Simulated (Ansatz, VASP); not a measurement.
# BN: VASP beside Ansatz

```
N B
1.0
     2.49824    0.00000    0.00000
    -1.24912    2.16354    0.00000
     0.00000    0.00000    6.63570
N B
2 2
Cartesian
  1.2491 0.7212 1.6589
  0.0000 1.4424 4.9768
  1.2491 0.7212 4.9768
  0.0000 1.4424 1.6589
```

Alike in both runs: functional PBE0; k mesh 7 × 7 × 3; occupations fermi-dirac, width 0.05 eV; no spin polarisation.

```csv
,VASP,Ansatz
version,VASP 6.6.1,Ansatz 0.2.0
potentials or method,"VASP PAW PBE potentials, release 64 (N, B)",Ansatz PAW
plane-wave cutoff (eV),520,420
valence electrons in the cell,16,16
task,single point,projected density of states
```

|  | VASP | Ansatz | Ansatz less VASP |
| --- | --- | --- | --- |
| gap on the k mesh at the Fermi level (eV) | 6.61 | 6.60 | -0.006 |
| least direct gap on the mesh (eV) | 6.84 | 6.84 | -0.005 |
| pressure (GPa) | 0.2 | 0.0 | -0.19 |
| traceless stress, the component that is largest in VASP (GPa) | 1.87 | 2.30 | +0.430 |

With one functional, cell and mesh, what is left measures potentials, basis and numerics.

Noted on Ansatz's run: odd divisions of the mesh miss points on the zone boundary, where band edges often lie, so the gap on the mesh can be too wide.
